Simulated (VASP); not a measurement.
HfAlO, 6 atoms in the cell. Symmetry: P4/nmm, No. 129, tetragonal system. The conventional cell has a = 3.345 Å, b = 3.345 Å, c = 7.641 Å, α = 90.00°, β = 90.00°, γ = 90.00°. Hf (site symmetry 4mm) has 5 O at 2.17 to 2.44 Å and 4 Al at 2.96 Å within 3.0 Å. Al (site symmetry -4m2) has 4 Al at 2.37 Å and 4 Hf at 2.96 Å within 3.1 Å. O (site symmetry 4mm) has 5 Hf at 2.17 to 2.44 Å and 4 O at 2.85 Å within 2.9 Å. 

```yaml
Program: VASP 6.6.1
Task: single point
Functional: PBE
Potentials_or_basis: VASP PAW PBE potentials, release 64 (Hf_pv, Al, O)
Cutoff: 520 eV
k_mesh: 12 × 12 × 6
Occupations: gaussian, width 0.1 eV
Spin: no spin polarisation
Dipole_correction: no
k_mesh_for_the_DOS: 18 × 18 × 9
Occupations_for_the_DOS: tetrahedron
Further_INCAR_settings: ALGO = Normal; EDIFF = 1e-06
```

Potentials or basis: VASP PAW PBE potentials, release 64 (Hf_pv, Al, O).

Run with:

```bash
$ cat potpaw_PBE.64/Hf_pv/POTCAR potpaw_PBE.64/Al/POTCAR potpaw_PBE.64/O/POTCAR > POTCAR
$ cp INCAR.step1 INCAR
$ cp KPOINTS.step1 KPOINTS
$ mpirun -np 1 vasp_std > vasp.out
$ cp INCAR.step2 INCAR
$ cp KPOINTS.step2 KPOINTS
$ mpirun -np 1 vasp_std > vasp.out
```

Hardware: 1 thread of Intel Xeon 8259CL (shared host).

Q: Estimate the wall time of this run.

A: Wall time 11 min on 1 thread of Intel Xeon 8259CL, on a shared host, peak memory 0.59 GiB. Counts: k points 275.
